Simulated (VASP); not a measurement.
# SnO3 (I4/mmm) in VASP: notebook, part 2 of 2

VASP 6.6.1. Earlier steps stand in the parts before.

## Step 3: Single point, PBE

This run uses another cell than the first one, of 10.14 Å³/atom.

File INCAR:

```
PREC = Accurate
ENCUT = 520
EDIFF = 1E-6
ISMEAR = 0
SIGMA = 0.1
LREAL = F
LASPH = T
NELM = 60
ALGO = Normal
ISIF = 2
LWAVE = F
LCHARG = F
GGA = PE
NBANDS = 24
```

File KPOINTS:

```
regular mesh
0
Gamma
  20 20 20
```

File POSCAR:

```
SnO3
1.0
   -1.5574179932      1.5574179932      4.1801163840
    1.5574179932     -1.5574179932      4.1801163840
    1.5574179932      1.5574179932     -4.1801163840
Sn O
1 3
Direct
    0.0000000000      0.0000000000      0.0000000000
    0.7500000000      0.2500000000      0.5000000000
    0.2500000000      0.7500000000      0.5000000000
    0.5000000000      0.5000000000      0.0000000000
```

Potentials or basis: VASP PAW PBE potentials, release 64 (Sn_d, O).

Started as:

```console
> cat potpaw_PBE.64/Sn_d/POTCAR potpaw_PBE.64/O/POTCAR > POTCAR
> mpirun -np 1 vasp_std > vasp.out
```

OUTCAR:

```text
PREC = Accurate
   ENCUT = 520
   EDIFF = 1E-6
   ISMEAR = 0
   LREAL = F
   LASPH = T
   NELM = 60
   ISIF = 2
   GGA = PE

 ion  position               nearest neighbor table
   1  0.000  0.000  0.000-   4 2.20   4 2.20   4 2.20   4 2.20   3 2.61   2 2.61   3 2.61   3 2.61
                             2 2.61   2 2.61   3 2.61   2 2.61
   2  0.750  0.250  0.500-   1 2.61   1 2.61   1 2.61   1 2.61
   3  0.250  0.750  0.500-   1 2.61   1 2.61   1 2.61   1 2.61
   4  0.500  0.500  0.000-   1 2.20   1 2.20   1 2.20   1 2.20

  LATTYP: Found a body centered tetragonal cell.
 ALAT       =     3.1148359864
 C/A-ratio  =     2.6840041673

  Lattice vectors:

 A1 = (  -1.5574179932,   1.5574179932,   4.1801163840)
 A2 = (   1.5574179932,  -1.5574179932,   4.1801163840)
 A3 = (   1.5574179932,   1.5574179932,  -4.1801163840)

Analysis of symmetry for initial positions (statically):
=====================================================================
 Subroutine PRICEL returns:
 Original cell was already a primitive cell.

 Routine SETGRP: Setting up the symmetry group for a
 body centered tetragonal supercell.

 Subroutine GETGRP returns: Found 16 space group operations
 (whereof 16 operations were pure point group operations)
 out of a pool of 16 trial point group operations.

The static configuration has the point symmetry D_4h.

Analysis of symmetry for dynamics (positions and initial velocities):
=====================================================================
 Subroutine PRICEL returns:
 Original cell was already a primitive cell.

 Routine SETGRP: Setting up the symmetry group for a
 body centered tetragonal supercell.

 Subroutine GETGRP returns: Found 16 space group operations
 (whereof 16 operations were pure point group operations)
 out of a pool of 16 trial point group operations.

The dynamic configuration has the point symmetry D_4h.

 Subroutine INISYM returns: Found 16 space group operations
[... 118 lines left out ...]
   IALGO  =     38    algorithm
   IMIX   =      4    mixing-type and parameters
     AMIX     =   0.40;   BMIX     =  1.00
     AMIX_MAG =   1.60;   BMIX_MAG =  1.00
  volume/ion in A,a.u.               =      10.14        68.42
  Fermi-wavevector in a.u.,A,eV,Ry     =   1.512767  2.858714 31.136424  2.288463
  Thomas-Fermi vector in A             =   2.622647
   LORBIT       =      0    0 simple, 1 ext, 2 COOP (PROOUT), +10 PAW based schemes
   GGA     = PE    functional components
   LHFCALC =     F    Hartree Fock is set to
   AEXX    =    0.0000 exact exchange contribution
   IVDW    =     0    specifies the selected vdW correction
   LEPSILON=     F    determine dielectric tensor
   LRPA    =     F    only Hartree local field effects (RPA)
 non-spin polarized calculation
 Gauss-broadening in eV      SIGMA  =   0.10
  energy-cutoff  :      520.00
  volume of cell :       40.56
 maximum number of plane-waves:      1112
   NGX = 17   NGY = 17   NGZ = 17

 number of electron      31.9999996 magnetization

 Free energy of the ion-electron system (eV)
  ---------------------------------------------------
  ext. energy  EPLUGINS =         0.00000000
  ---------------------------------------------------
  free energy    TOTEN  =       -18.13408137 eV

  energy without entropy =      -18.12629812  energy(sigma->0) =      -18.13018974

 E-fermi :   7.3671     XC(G=0): -12.1857

 val. band max:        7.3662769957   @ k =   0.3000   0.2500   0.1000
 cond. band min:       7.3681567465   @ k =  -0.3000   0.4500   0.3000
 fundamental gap:      0.0018797508
 Fermi energy:         7.3670992251

 k-point     1 :       0.0000    0.0000    0.0000
  band No.  band energies     occupation
      1     -14.8014      2.00000
      2     -14.5884      2.00000
      3     -14.2590      2.00000
      4     -14.2590      2.00000
      5     -14.2513      2.00000
      6     -12.8318      2.00000
[... 637 lines left out ...]
     23      23.5417      0.00000
     24      23.9894      0.00000

 [... further k-points ...]

------------------------ aborting loop because EDIFF is reached ----------------------------------------

  FORCE on cell =-STRESS in cart. coord.  units (eV):
  Direction    XX          YY          ZZ          XY          YZ          ZX
  --------------------------------------------------------------------------------------
  -------------------------------------------------------------------------------------
  Total        0.0657990      0.0657990     -0.0073677      0.0000000      0.0000000      0.0000000
  in kB        2.5993893      2.5993893     -0.2910617      0.0000000      0.0000000      0.0000000
  external PRESSURE =       1.6359056 kB  Pullay stress =       0.0000000 kB

 VOLUME and BASIS-vectors are now :
 -----------------------------------------------------------------------------
  energy-cutoff  :      520.00
  volume of cell :       40.56
      direct lattice vectors                 reciprocal lattice vectors
    -1.557417993  1.557417993  4.180116384     0.000000000  0.321044191  0.119613894
     1.557417993 -1.557417993  4.180116384     0.321044191  0.000000000  0.119613894
     1.557417993  1.557417993 -4.180116384     0.321044191  0.321044191  0.000000000

 POSITION                                       TOTAL-FORCE (eV/Angst)
 -----------------------------------------------------------------------------------
      0.00000      0.00000      0.00000         0.000000     -0.000000      0.000000
     -0.00000      1.55742      2.09006         0.000000      0.000000     -0.000000
      1.55742     -0.00000      2.09006        -0.000000     -0.000000      0.000000
      0.00000      0.00000      4.18012         0.000000     -0.000000      0.000000
 -----------------------------------------------------------------------------------
    total drift:                               -0.000000      0.000000      0.000000

  FREE ENERGIE OF THE ION-ELECTRON SYSTEM (eV)
  ---------------------------------------------------
  free  energy   TOTEN  =       -18.1340813710 eV

  energy  without entropy=      -18.1262981163  energy(sigma->0) =      -18.13018974
```

OSZICAR:

```text
N       E                     dE             d eps       ncg     rms          rms(c)
DAV:   1     0.296606126003E+03    0.29661E+03   -0.15890E+04 34040   0.201E+03
DAV:   2     0.107667510678E+02   -0.28584E+03   -0.26387E+03 34680   0.526E+02
DAV:   3    -0.199596259754E+02   -0.30726E+02   -0.29675E+02 35336   0.136E+02
DAV:   4    -0.208042228933E+02   -0.84460E+00   -0.84346E+00 37600   0.242E+01
DAV:   5    -0.208240715002E+02   -0.19849E-01   -0.19848E-01 39768   0.378E+00    0.967E+00
DAV:   6    -0.182094777393E+02    0.26146E+01   -0.52492E+00 48912   0.528E+01    0.382E+00
DAV:   7    -0.181695314935E+02    0.39946E-01   -0.56833E-01 34920   0.572E+00    0.198E+00
DAV:   8    -0.181364701146E+02    0.33061E-01   -0.97927E-02 39408   0.262E+00    0.348E-01
DAV:   9    -0.181339384612E+02    0.25317E-02   -0.67004E-03 49504   0.108E+00    0.933E-02
DAV:  10    -0.181340111226E+02   -0.72661E-04   -0.89792E-04 37008   0.237E-01    0.659E-02
DAV:  11    -0.181340837598E+02   -0.72637E-04   -0.15773E-04 39440   0.134E-01    0.212E-02
DAV:  12    -0.181340822065E+02    0.15533E-05   -0.18614E-05 39888   0.568E-02    0.931E-03
DAV:  13    -0.181340813710E+02    0.83555E-06   -0.28511E-06 36136   0.181E-02
   1 F= -.18134081E+02 E0= -.18130190E+02  d E =-.778325E-02
```

stdout:

```text
POSCAR found type information on POSCAR SnO
 POSCAR found :  2 types and       4 ions
 scaLAPACK will be used
 LDA part: xc-table for (Slater+PW92), standard interpolation
 POSCAR, INCAR and KPOINTS ok, starting setup
 FFT: planning ... GRIDC
 FFT: planning ... GRID_SOFT
 FFT: planning ... GRID
 WAVECAR not read
 entering main loop
```

It took 8.1 min on 1 thread of AMD EPYC 9R45 (Zen 5), shared host; peak memory 0.59 GiB.

Results:

```
Free energy            : -18.1341 eV
Pressure               : 0.2 GPa
Band gap on the k mesh : zero (bands 16 and 17 overlap by 1.27 eV)
```

Stress tensor (GPa, compression positive):
```
 0.26  0.00  0.00
 0.00  0.26  0.00
 0.00  0.00 -0.03
```

Levels at points of the mesh, in eV from the Fermi level:
| k point | band 12 | band 13 | band 14 | band 15 | band 16 | band 17 | band 18 | band 19 | band 20 | band 21 |
| --- | --- | --- | --- | --- | --- | --- | --- | --- | --- | --- |
| (0.00, 0.00, 0.00) | -3.71 | -3.71 | -3.22 | -1.22 | -0.46 | 0.84 | 0.84 | 7.55 | 11.13 | 11.13 |
| (0.50, 0.00, 0.00) | -3.13 | -2.13 | -1.89 | -1.82 | -1.49 | -0.41 | 3.38 | 3.85 | 6.68 | 8.51 |
| (0.50, 0.50, 0.00) | -6.18 | -2.43 | -1.88 | -1.48 | -1.32 | 1.53 | 1.54 | 6.50 | 8.22 | 9.29 |
| (0.50, 0.50, 0.50) | -3.00 | -3.00 | -2.87 | -1.12 | 0.56 | 0.88 | 0.88 | 5.89 | 9.91 | 12.07 |

Caveat: spin-orbit coupling is left out, which moves the levels of the heavy elements.
